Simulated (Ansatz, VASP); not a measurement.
# Al3C2: VASP beside Ansatz

Contents of INCAR:

```
SYSTEM = Al3C2
PREC = Accurate ; ENCUT = 520
EDIFF = 1E-7 ; ISMEAR = 0
SIGMA = 0.1 ; LREAL = .False.
LASPH = .True. ; NELM = 60
ALGO = Normal ; ISIF = 2
LWAVE = .False. ; LCHARG = .False.
GGA = PE ; NBANDS = 16
```

The input KPOINTS:

```
regular mesh
0
Gamma
  6 6 4
  0 0 0
```

File POSCAR:

```
Al3C2
1.0
    3.1963084700      0.0000000000      0.0000000000
    0.0000000000      3.1963084700      0.0000000000
    0.0000000000      0.0000000000      6.5334443500
Al C
3 2
Direct
    0.0000000000      0.5000000000      0.3652538100
    0.5000000000      0.0000000000      0.6347461900
    0.5000000000      0.5000000000      0.0000000000
    0.5000000000      0.0000000000      0.2621575700
    0.0000000000      0.5000000000      0.7378424300
```

Input for Ansatz:

```yaml
crystal:
  lattice:
    - [3.19630847, 0.0, 0.0]
    - [0.0, 3.19630847, 0.0]
    - [0.0, 0.0, 6.53344435]
  atoms:
    - { symbol: Al, position: [0.0, 0.5, 0.36525381] }
    - { symbol: Al, position: [0.5, 0.0, 0.63474619] }
    - { symbol: Al, position: [0.5, 0.5, 0.0] }
    - { symbol: C, position: [0.5, 0.0, 0.26215757] }
    - { symbol: C, position: [0.0, 0.5, 0.73784243] }
basis:
  ecutwfc: 420
kpoints:
  mp_grid: { grid: [6, 6, 4] }
hamiltonian:
  xc: pbe
scf:
  occupations: { method: gaussian, width: 0.1 }
  lower_state_search: "off"
output:
  forces: true
  stress: true
  eigenvalues: true
```

Change from the starting cell: species swapped into the Er2Se3 type (P-4m2, No. 115).

Alike in both runs: task single point; functional PBE; k mesh 6 × 6 × 4; occupations gaussian, width 0.1 eV; no spin polarisation.

|  | VASP | Ansatz |
| --- | --- | --- |
| version | VASP 6.6.1 | Ansatz 0.2.0 |
| potentials or method | VASP PAW PBE potentials, release 64 (Al, C), cutoff 520 eV | scalar-relativistic, plane waves, PAW |
| valence electrons in the cell | 17 | 17 |

|  | VASP | Ansatz | Ansatz less VASP |
| --- | --- | --- | --- |
| gap on the k mesh at the Fermi level (eV) | none | none | - |
| pressure (GPa) | -21.7 | -21.7 | +0.01 |
| traceless stress, the component that is largest in VASP (GPa) | -12.35 | -12.36 | -0.008 |
| rms of the force components (eV/Å) | 0.517 | 0.518 | +0.0014 |

Atom by atom the forces differ by 0.002 eV/Å (rms over components). A gap of «none» marks a metal or a gap that the smearing closes.
